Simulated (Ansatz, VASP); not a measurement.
Cd2Se3S: VASP beside Ansatz

The input INCAR:

```
ALGO = Normal
EDIFF = 1E-7
EDIFFG = -0.04
ENCUT = 600
GGA = PE
IBRION = 2
ISIF = 3
ISMEAR = 0
LASPH = True
LCHARG = False
LREAL = False
LWAVE = False
NELM = 60
NSW = 90
PREC = Accurate
SIGMA = 0.1
```

File KPOINTS:

```
k-points
0
Gamma
  3 3 3
```

Contents of POSCAR:

```
Cd2Se3S
1.0
    3.4325641000      1.9817918100      4.0592696100
   -3.4325641000      1.9817918100      4.0592696100
    0.0000000000     -3.9635836100      4.0592696100
Cd Se S
2 3 1
Direct
    0.7280314300      0.7280314300      0.7280314300
    0.2719685700      0.2719685700      0.2719685700
    0.5000000000      0.5000000000      0.0000000000
    0.0000000000      0.5000000000      0.5000000000
    0.5000000000      0.0000000000      0.5000000000
    0.0000000000      0.0000000000      0.0000000000
```

Input for Ansatz:

```yaml
crystal:
  lattice:
    - [3.4325641, 1.98179181, 4.05926961]
    - [-3.4325641, 1.98179181, 4.05926961]
    - [0.0, -3.96358361, 4.05926961]
  atoms:
    - { symbol: Cd, position: [0.72803143, 0.72803143, 0.72803143] }
    - { symbol: Cd, position: [0.27196857, 0.27196857, 0.27196857] }
    - { symbol: Se, position: [0.5, 0.5, 0.0] }
    - { symbol: Se, position: [0.0, 0.5, 0.5] }
    - { symbol: Se, position: [0.5, 0.0, 0.5] }
    - { symbol: S, position: [0.0, 0.0, 0.0] }
basis:
  ecutwfc: 420
kpoints:
  mp_grid: { grid: [3, 3, 3] }
hamiltonian:
  xc: pbe
scf:
  occupations: { method: gaussian, width: 0.1 }
  lower_state_search: "off"
output:
  forces: true
  stress: true
  eigenvalues: true
relax:
  adjacent_minimum: "off"
  f_tol: 0.04
  max_steps: 70
  cell: { stress_tol: 0.4 }
```

Alike in both runs: task relaxation of cell and atoms; functional PBE; k mesh 3 × 3 × 3; occupations gaussian, width 0.1 eV; no spin polarisation.

```csv
,VASP,Ansatz
version,VASP 6.6.1,Ansatz 0.2.0
potentials or method,"VASP PAW PBE potentials, release 64 (Cd, Se, S), cutoff 600 eV","scalar-relativistic, plane waves, PAW"
valence electrons in the cell,48,94
```

|  | VASP | Ansatz | Ansatz less VASP |
| --- | --- | --- | --- |
| gap on the k mesh at the Fermi level, each at its own relaxed structure (eV) | none | none | - |
| relaxed volume (Å³/atom) | 33.71 | 26.67 | -7.036 |
| relaxed cell length with the largest relative difference (Å) | 5.870 | 5.787 | -0.0830 |

A gap of «none» marks a metal or a gap that the smearing closes. One of these differences is far larger than is usual between the two programs; its cause wasn't traced. VASP's potentials hold 48 valence electrons a cell and Ansatz's 94, so a difference there can come from the potentials and not from the codes.

The k mesh is coarse, so the values compare programs but aren't converged. Noted on VASP's run: the volume moved by over 15 % at a fixed basis, so the end points are rough.
